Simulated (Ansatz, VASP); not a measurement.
**Two plane-wave programs on TiC**

The input POSCAR:

```
TiC
1.0
    0.0000000000      2.1544346900      2.1544346900
    2.1544346900      0.0000000000      2.1544346900
    2.1544346900      2.1544346900      0.0000000000
Ti C
1 1
Direct
    0.0000000000      0.0000000000      0.0000000000
    0.5000000000      0.5000000000      0.5000000000
```

Contents of INCAR.step1:

```
SYSTEM = TiC
PREC     = Accurate       ! precision mode
ENCUT    = 600            ! plane-wave cutoff, eV
ISMEAR   = -1             ! smearing method
SIGMA    = 0.1            ! smearing width, eV
LREAL    = .False.        ! projectors in reciprocal space
LASPH    = .True.         ! aspherical terms in the spheres
NELM     = 80             ! most SCF steps
GGA      = PE             ! functional
ALGO     = Normal         ! electronic algorithm
EDIFF    = 1E-4           ! SCF threshold, eV
LWAVE    = .True.         ! write WAVECAR
LCHARG   = .False.        ! write CHGCAR
```

File INCAR.step2:

```
SYSTEM = TiC
PREC     = Accurate       ! precision mode
ENCUT    = 600            ! plane-wave cutoff, eV
EDIFF    = 1E-6           ! SCF threshold, eV
ISMEAR   = -1             ! smearing method
SIGMA    = 0.1            ! smearing width, eV
LREAL    = .False.        ! projectors in reciprocal space
LASPH    = .True.         ! aspherical terms in the spheres
NELM     = 80             ! most SCF steps
ALGO     = Normal         ! electronic algorithm
ISIF     = 3              ! what is computed and relaxed
LWAVE    = .False.        ! write WAVECAR
LCHARG   = .False.        ! write CHGCAR
METAGGA  = R2SCAN         ! meta-GGA
LMIXTAU  = .True.       
IBRION   = 2              ! ionic algorithm
NSW      = 60             ! ionic steps
EDIFFG   = -0.005         ! ionic threshold
ISTART   = 1
```

Contents of KPOINTS:

```
regular mesh
0
Gamma
  15 15 15
  0 0 0
```

Input for Ansatz:

```yaml
crystal:
  lattice:
    - [0.0, 2.15443469, 2.15443469]
    - [2.15443469, 0.0, 2.15443469]
    - [2.15443469, 2.15443469, 0.0]
  atoms:
    - { symbol: Ti, position: [0.0, 0.0, 0.0] }
    - { symbol: C, position: [0.5, 0.5, 0.5] }
kpoints:
  mp_grid: { grid: [15, 15, 15] }
scf:
  occupations: { method: fermi_dirac, width: 0.1 }
hamiltonian:
  xc: r2scan
  pseudopotentials: { kind: paw }
output:
  forces: true
  stress: true
relax:
  f_tol: 0.005
  max_steps: 40
  cell: {}
```

Alike in both runs: task relaxation of cell and atoms; functional r2SCAN; k mesh 15 × 15 × 15; occupations fermi-dirac, width 0.1 eV; no spin polarisation.

|  | VASP | Ansatz |
| --- | --- | --- |
| version | VASP 6.6.1 | Ansatz 0.2.0 |
| potentials or method | VASP PAW PBE potentials, release 64 (Ti_sv, C) | PAW with Ansatz's default frozen-core files, scalar-relativistic |
| plane-wave cutoff (eV) | 600 | 500 |
| valence electrons in the cell | 16 | 16 |

VASP gave:

| Quantity | Value |
| --- | --- |
| relaxed volume (Å³/atom) | 10.17 |
| relaxed cell length with the largest relative difference (Å) | 3.064 |

Problem. Estimate Ansatz's values.

Solution. Relaxed volume (Å³/atom): 10.13; relaxed cell length with the largest relative difference (Å): 3.060.

VASP's potentials were made for PBE, not for r2SCAN.
